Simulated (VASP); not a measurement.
Input of a VASP 6.6.1 run:

File INCAR:

```
SYSTEM = HfRu3
PREC = Accurate
ENCUT = 600
EDIFF = 1E-6
ISMEAR = -1
SIGMA = 0.05
LREAL = .FALSE.
LASPH = .TRUE.
NELM = 100
ALGO = Normal
ISIF = 3
LWAVE = .FALSE.
LCHARG = .FALSE.
GGA = CA
IBRION = 2
NSW = 80
EDIFFG = -0.02
```

Contents of KPOINTS:

```
regular mesh
0
G
  7 7 7
  0 0 0
```

The input POSCAR:

```
HfRu3
1.0
    3.9557730000      0.0000000000      0.0000000000
    0.0000000000      3.9557730000      0.0000000000
    0.0000000000      0.0000000000      3.9557730000
Hf Ru
1 3
Direct
    0.0000000000      0.0000000000      0.0000000000
    0.5000000000      0.5000000000      0.0000000000
    0.5000000000      0.0000000000      0.5000000000
    0.0000000000      0.5000000000      0.5000000000
```

Potentials or basis: VASP PAW LDA potentials, release 64 (Hf_pv, Ru_pv).

Command:

```bash
$ cat potpaw_LDA.64/Hf_pv/POTCAR potpaw_LDA.64/Ru_pv/POTCAR > POTCAR
$ mpirun -np 1 vasp_std > vasp.out
```

Q: Estimate the band gap on the k mesh.

A: Zero (bands 26 and 27 overlap by 2.92 eV).

Q: Estimate the relaxed cell.

A: a = 3.874 Å, b = 3.874 Å, c = 3.874 Å, α = 90.00°, β = 90.00°, γ = 90.00°.

Q: What does it give for the relaxed volume?

A: 14.54 Å³/atom.

Q: Estimate the space group after relaxing (to 0.1 Å).

A: Pm-3m (No. 221).

Step by step:
```csv
step,energy change (eV),largest force (eV/Å),pressure (GPa),volume (Å³)
1,0.0000,0.0000,-15.10,61.90
2,1.1839,0.0000,60.45,49.73
3,-0.1889,0.0000,-1.04,58.32
4,-0.1896,0.0000,-0.21,58.15
```

Caveat: spin-orbit coupling is left out, which moves the levels of the heavy elements.
